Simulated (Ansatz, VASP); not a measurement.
**One calculation of KBr, two programs**

```
K Br
1.0
    -2.58401   -4.53377    0.08166
     2.56572    1.44448    4.33784
    -7.77911    4.54942   -0.02606
K Br
2 2
Direct
  0.43048 0.80357 0.17770
  0.85256 0.71776 0.61246
  0.50766 0.03902 0.47801
  0.95557 0.93220 0.98058
```

Change from the starting cell: cell x2, atoms moved at random (sigma 0.15 Å) and cell strained at random (1.5 %), then relaxed without symmetry.

Alike in both runs: task relaxation of cell and atoms; functional PBE; k mesh 4 × 4 × 2; occupations gaussian, width 0.1 eV; no spin polarisation.

```csv
,VASP,Ansatz
version,VASP 6.6.1,Ansatz 0.2.0
potentials or method,"VASP PAW PBE potentials, release 64 (K_sv, Br), cutoff 600 eV","scalar-relativistic, plane waves, PAW"
valence electrons in the cell,32,32
```

|  | VASP | Ansatz | Ansatz less VASP |
| --- | --- | --- | --- |
| gap on the k mesh at the Fermi level, each at its own relaxed structure (eV) | 4.21 | 4.21 | -0.006 |
| relaxed volume (Å³/atom) | 51.62 | 51.76 | +0.134 |
| relaxed cell length with the largest relative difference (Å) | 5.257 | 5.220 | -0.0374 |
